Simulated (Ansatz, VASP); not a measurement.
One calculation of SiO2, two programs

INCAR

```
SYSTEM = SiO2
ALGO = Normal
EDIFF = 1E-7
ENCUT = 520
GGA = PE
ISIF = 2
ISMEAR = -1
LASPH = .True.
LCHARG = .False.
LREAL = .False.
LWAVE = .False.
NBANDS = 34
NELM = 100
PREC = Accurate
SIGMA = 0.05
```

Contents of KPOINTS:

```
k-points
0
Gamma
  6 6 5
  0 0 0
```

POSCAR

```
SiO2
1.0
    5.0946068796      0.0000000000      0.0000000000
   -2.5473034398      4.4120589800      0.0000000000
    0.0000000000      0.0000000000      5.5771945417
Si O
3 6
Direct
    0.5000000000      0.0000000000      0.0000000000
    0.5000000000      0.5000000000      0.3333333333
    0.0000000000      0.5000000000      0.6666666667
    0.4172565700      0.2086282850      0.1666666667
    0.7913717150      0.2086282850      0.8333333333
    0.2086282850      0.4172565700      0.5000000000
    0.5827434300      0.7913717150      0.1666666667
    0.2086282850      0.7913717150      0.8333333333
    0.7913717150      0.5827434300      0.5000000000
```

File input.yaml:

```yaml
crystal:
  lattice:
    - [5.0946068796, 0.0, 0.0]
    - [-2.5473034398, 4.41205898, 0.0]
    - [0.0, 0.0, 5.5771945417]
  atoms:
    - { symbol: Si, position: [0.5, 0.0, 0.0] }
    - { symbol: Si, position: [0.5, 0.5, 0.3333333333] }
    - { symbol: Si, position: [0.0, 0.5, 0.6666666667] }
    - { symbol: O, position: [0.41725657, 0.208628285, 0.1666666667] }
    - { symbol: O, position: [0.791371715, 0.208628285, 0.8333333333] }
    - { symbol: O, position: [0.208628285, 0.41725657, 0.5] }
    - { symbol: O, position: [0.58274343, 0.791371715, 0.1666666667] }
    - { symbol: O, position: [0.208628285, 0.791371715, 0.8333333333] }
    - { symbol: O, position: [0.791371715, 0.58274343, 0.5] }
hamiltonian:
  xc: pbe
  pseudopotentials: { kind: paw }
kpoints:
  mp_grid: { grid: [6, 6, 5] }
scf:
  occupations: { method: fermi_dirac, width: 0.05 }
output:
  forces: true
  stress: true
  eigenvalues: true
```

Alike in both runs: task single point; functional PBE; k mesh 6 × 6 × 5; occupations fermi-dirac, width 0.05 eV; no spin polarisation.

|  | VASP | Ansatz |
| --- | --- | --- |
| version | VASP 6.6.1 | Ansatz 0.2.0 |
| potentials or method | VASP PAW PBE potentials, release 64 (Si, O) | Ansatz PAW |
| plane-wave cutoff (eV) | 520 | 420 |
| valence electrons in the cell | 48 | 48 |

Ansatz gave:

```
gap on the k mesh at the Fermi level (eV)                     : 5.59
least direct gap on the mesh (eV)                             : 5.78
pressure (GPa)                                                : 1.3
traceless stress, the component that is largest in VASP (GPa) : -0.07
rms of the force components (eV/Å)                            : 0.046
```

Task: Estimate VASP's values.

Result: gap on the k mesh at the Fermi level (eV): 5.59; least direct gap on the mesh (eV): 5.78; pressure (GPa): 1.4; traceless stress, the component that is largest in VASP (GPa): -0.03; rms of the force components (eV/Å): 0.040.

Atom by atom the forces differ by 0.006 eV/Å (rms over components). With one functional, cell and mesh, what is left measures potentials, basis and numerics.

Noted on Ansatz's run: odd divisions of the mesh miss points on the zone boundary, where band edges often lie, so the gap on the mesh can be too wide.
